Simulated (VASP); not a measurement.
# Sn (P6/mmm) in VASP: notebook, part 2 of 2

VASP 6.6.1. The steps go on from the part before.

**3. Single point, PBE+D3(BJ)**

This run uses another cell than the first one, of 34.22 Å³/atom.

Input file INCAR:

```
ALGO = Normal
EDIFF = 1E-6
ENCUT = 520
GGA = PE
ISIF = 2
ISMEAR = 0
IVDW = 12
LASPH = T
LCHARG = F
LREAL = F
LWAVE = F
NBANDS = 21
NELM = 100
PREC = Accurate
SIGMA = 0.1
```

Input file KPOINTS:

```
k-points
0
Gamma
  12 12 14
```

Input file POSCAR:

```
Sn
1.0
    5.0500158890      0.0000000000      0.0000000000
   -2.5250079445      4.3734420494      0.0000000000
    0.0000000000      0.0000000000      3.0990036216
Sn
2
Direct
    0.3333333333      0.6666666667      0.0000000000
    0.6666666667      0.3333333333      0.0000000000
```

Potentials or basis: VASP PAW PBE potentials, release 64 (Sn_d).

Launch:

```
cat potpaw_PBE.64/Sn_d/POTCAR > POTCAR
mpirun -np 1 vasp_std > vasp.out
```

OUTCAR:

```text
EDIFF = 1E-6
   ENCUT = 520
   GGA = PE
   ISIF = 2
   ISMEAR = 0
   IVDW = 12
   LASPH = T
   LREAL = F
   NELM = 100
   PREC = Accurate
 IVDW          = 12

 ion  position               nearest neighbor table
   1  0.333  0.667  0.000-   2 2.92   2 2.92   2 2.92
   2  0.667  0.333  0.000-   1 2.92   1 2.92   1 2.92

  LATTYP: Found a hexagonal cell.
 ALAT       =     5.0500158890
 C/A-ratio  =     0.6136621527

  Lattice vectors:

 A1 = (   5.0500158890,   0.0000000000,   0.0000000000)
 A2 = (  -2.5250079445,   4.3734420494,   0.0000000000)
 A3 = (   0.0000000000,   0.0000000000,   3.0990036216)

Analysis of symmetry for initial positions (statically):
=====================================================================
 Subroutine PRICEL returns:
 Original cell was already a primitive cell.

 Routine SETGRP: Setting up the symmetry group for a
 hexagonal supercell.

 Subroutine GETGRP returns: Found 24 space group operations
 (whereof 24 operations were pure point group operations)
 out of a pool of 24 trial point group operations.

The static configuration has the point symmetry D_6h.

Analysis of symmetry for dynamics (positions and initial velocities):
=====================================================================
 Subroutine PRICEL returns:
 Original cell was already a primitive cell.

 Routine SETGRP: Setting up the symmetry group for a
 hexagonal supercell.

 Subroutine GETGRP returns: Found 24 space group operations
 (whereof 24 operations were pure point group operations)
 out of a pool of 24 trial point group operations.

The dynamic configuration has the point symmetry D_6h.

 Subroutine INISYM returns: Found 24 space group operations
 (whereof 24 operations are pure point group operations),
 and found     1 'primitive' translations

----------------------------------------------------------------------------------------

                                     Primitive cell

  volume of cell :      68.4444

  direct lattice vectors                    reciprocal lattice vectors
     5.050015889  0.000000000  0.000000000     0.198019179  0.114326426  0.000000000
    -2.525007944  4.373442049  0.000000000     0.000000000  0.228652853  0.000000000
     0.000000000  0.000000000  3.099003622     0.000000000  0.000000000  0.322684360

  length of vectors
     5.050015889  5.050015889  3.099003622     0.228652853  0.228652853  0.322684360

  position of ions in fractional coordinates (direct lattice)
     0.333333333  0.666666667  0.000000000
     0.666666667  0.333333333  0.000000000

  ion indices of the primitive-cell ions
   primitive index   ion index
                 1           1
                 2           2

----------------------------------------------------------------------------------------

 KPOINTS: k-points

Automatic generation of k-mesh.
 Grid dimensions read from file:
 generate k-points for:   12   12   14

 Generating k-lattice:

  Cartesian coordinates                     Fractional coordinates (reciprocal lattice)
     0.016501598  0.009527202  0.000000000     0.083333333 -0.000000000  0.000000000
     0.000000000  0.019054404  0.000000000     0.000000000  0.083333333  0.000000000
     0.000000000  0.000000000  0.023048883     0.000000000  0.000000000  0.071428571

  Length of vectors
     0.019054404  0.019054404  0.023048883

  Shift w.r.t. Gamma in fractional coordinates (k-lattice)
     0.000000000  0.000000000  0.000000000

 Subroutine IBZKPT returns following result:
 ===========================================

 Found    152 irreducible k-points:

 Following reciprocal coordinates:
            Coordinates               Weight
  0.000000  0.000000  0.000000      1.000000
  0.083333  0.000000  0.000000      6.000000
  0.166667 -0.000000  0.000000      6.000000
  0.250000 -0.000000  0.000000      6.000000
  0.333333  0.000000  0.000000      6.000000
  0.416667  0.000000  0.000000      6.000000
[... 16 lines left out ...]
  0.250000 -0.000000  0.071429     12.000000
  0.333333  0.000000  0.071429     12.000000
 [... further k-points ...]
   k-points           NKPTS =    152   k-points in BZ     NKDIM =    152   number of bands    NBANDS=     21
   number of dos      NEDOS =    301   number of ions     NIONS =      2
   total plane-waves  NPLWV =  38400
   dimension x,y,z NGX =    40 NGY =   40 NGZ =   24
   dimension x,y,z NGXF=    80 NGYF=   80 NGZF=   48
   ions per type =               2
   NGX,Y,Z   is equivalent  to a cutoff of  13.17, 13.17, 12.87 a.u.
   NGXF,Y,Z  is equivalent  to a cutoff of  26.34, 26.34, 25.75 a.u.
 SYSTEM =  unknown system
   PREC   = accura    normal or accurate (medium, high low for compatibility)
   ISTART =      0    job   : 0-new  1-cont  2-samecut
   ICHARG =      2    charge: 1-file 2-atom 10-const
   ISPIN  =      1    spin polarized calculation?
   LNONCOLLINEAR =      F non collinear calculations
   LSORBIT =      F    spin-orbit coupling
   LASPH  =      T    aspherical Exc in radial PAW
   ENCUT  =  520.0 eV  38.22 Ry    6.18 a.u.   9.39  9.39  5.76*2*pi/ulx,y,z
   NELM   =    100;   NELMIN=  2; NELMDL= -5     # of ELM steps
   EDIFF  = 0.1E-05   stopping-criterion for ELM
   LREAL  =      F    real-space projection
   EDIFFG = 0.1E-04   stopping-criterion for IOM
   NSW    =      0    number of steps for IOM
   IBRION =     -1    ionic relax: 0-MD 1-quasi-New 2-CG
   NFREE  =      0    steps in history (QN), initial steepest desc. (CG)
   ISIF   =      2    stress and relaxation
   ISYM   =      2    0-nonsym 1-usesym 2-fastsym
   POTIM  = 0.5000    time-step for ionic-motion
   TEBEG  =    0.0;   TEEND  =   0.0 temperature during run
   PSTRESS=    0.0 pullay stress
   NELECT =      28.0000    total number of electrons
   NUPDOWN=      -1.0000    fix difference up-down
   EMIN   =  10.00;   EMAX   =-10.00  energy-range for DOS
   EFERMI =   0.00;   METHOD = LEGACY
   ISMEAR =     0;   SIGMA  =   0.10  broadening in eV -4-tet -1-fermi 0-gaus
   EFERMI_NEDOS =   21; number of points for ismear=-14 and -15
   IALGO  =     38    algorithm
   IMIX   =      4    mixing-type and parameters
     AMIX     =   0.40;   BMIX     =  1.00
     AMIX_MAG =   1.60;   BMIX_MAG =  1.00
  volume/ion in A,a.u.               =      34.22       230.94
  Fermi-wavevector in a.u.,A,eV,Ry     =   1.215294  2.296573 20.094990  1.476940
  Thomas-Fermi vector in A             =   2.350686
   LORBIT       =      0    0 simple, 1 ext, 2 COOP (PROOUT), +10 PAW based schemes
   GGA     = PE    functional components
   LHFCALC =     F    Hartree Fock is set to
   AEXX    =    0.0000 exact exchange contribution
   IVDW    =    12    specifies the selected vdW correction
   LEPSILON=     F    determine dielectric tensor
   LRPA    =     F    only Hartree local field effects (RPA)
 non-spin polarized calculation
 Gauss-broadening in eV      SIGMA  =   0.10
  energy-cutoff  :      520.00
  volume of cell :       68.44
 maximum number of plane-waves:      1863
 NGX is ok and might be reduce to    40
   NGX = 19   NGY = 19   NGZ = 11

 number of electron      27.9999995 magnetization

 Free energy of the ion-electron system (eV)
  ---------------------------------------------------
  ext. energy  EPLUGINS =         0.00000000
  ---------------------------------------------------
  free energy    TOTEN  =        -7.35279263 eV

  energy without entropy =       -7.34598664  energy(sigma->0) =       -7.34938963

 E-fermi :   5.3608     XC(G=0):  -8.9262

 val. band max:        5.3459385694   @ k =   0.4167   0.0000   0.2857
 cond. band min:       5.3609440243   @ k =   0.4167   0.0833   0.2143
 fundamental gap:      0.0150054549
 Fermi energy:         5.3607846270

 k-point     1 :       0.0000    0.0000    0.0000
  band No.  band energies     occupation
      1     -16.1600      2.00000
      2     -15.9724      2.00000
      3     -15.9724      2.00000
      4     -15.9659      2.00000
      5     -15.8792      2.00000
      6     -15.8792      2.00000
[... 13 lines left out ...]
     20      15.8473      0.00000
     21      19.3879      0.00000
[... 529 lines left out ...]
 k-point    24 :       0.3333    0.0000    0.0714
  band No.  band energies     occupation
      1     -16.1296      2.00000
      2     -16.0724      2.00000
      3     -16.0421      2.00000
      4     -15.9180      2.00000
      5     -15.8918      2.00000
      6     -15.8667      2.00000
[... 13 lines left out ...]
     20      14.9387      0.00000
     21      15.0312      0.00000

 [... further k-points ...]

------------------------ aborting loop because EDIFF is reached ----------------------------------------

 Edisp (eV)   -0.60019

 E8    (eV) :    -0.2877

  FORCE on cell =-STRESS in cart. coord.  units (eV):
  Direction    XX          YY          ZZ          XY          YZ          ZX
  --------------------------------------------------------------------------------------
  -------------------------------------------------------------------------------------
  Total      -0.01361    -0.01361    -0.01669     0.00000    -0.00000     0.00000
  in kB      -0.31854    -0.31854    -0.39069     0.00000    -0.00000     0.00000
  external pressure =       -0.34 kB  Pullay stress =        0.00 kB

 VOLUME and BASIS-vectors are now :
 -----------------------------------------------------------------------------
  energy-cutoff  :      520.00
  volume of cell :       68.44
      direct lattice vectors                 reciprocal lattice vectors
     5.050015889  0.000000000  0.000000000     0.198019179  0.114326426  0.000000000
    -2.525007944  4.373442049  0.000000000     0.000000000  0.228652853  0.000000000
     0.000000000  0.000000000  3.099003622     0.000000000  0.000000000  0.322684360

 POSITION                                       TOTAL-FORCE (eV/Angst)
 -----------------------------------------------------------------------------------
     -0.00000      2.91563      0.00000         0.000000     -0.000000      0.000000
      2.52501      1.45781      0.00000        -0.000000      0.000000      0.000000
 -----------------------------------------------------------------------------------
    total drift:                                0.000000     -0.000000      0.000000

  FREE ENERGIE OF THE ION-ELECTRON SYSTEM (eV)
  ---------------------------------------------------
  free  energy   TOTEN  =        -7.9529846698 eV

  energy  without entropy=       -7.9461786728  energy(sigma->0) =       -7.94958167
```

Run time: 4.9 min. Hardware: 1 thread of AMD EPYC 7R13, shared host; peak memory 0.28 GiB.

What came out:

* Free energy: -7.9530 eV
* Pressure: 0.0 GPa
* Band gap on the k mesh: zero (bands 14 and 15 overlap by 3.80 eV)
* Dispersion energy per atom: -0.300 eV

Levels at points of the mesh, in eV from the Fermi level:
```tsv
k point	band 10	band 11	band 12	band 13	band 14	band 15	band 16	band 17	band 18	band 19
(0.00, 0.00, 0.00)	-21.13	-10.30	-4.34	-2.01	-2.01	1.54	1.54	4.52	5.43	9.24
(0.50, 0.00, 0.00)	-21.08	-9.06	-7.67	-2.95	-1.01	4.60	5.14	6.17	6.63	7.91
(0.00, 0.00, 0.50)	-21.01	-7.39	-4.17	-0.80	0.24	0.24	0.34	4.17	4.17	5.72
(0.50, 0.00, 0.50)	-21.03	-6.15	-4.77	-3.04	-1.79	-0.68	1.95	4.64	4.73	7.55
```

Caveat: spin-orbit coupling is left out, which moves the levels of the heavy elements.
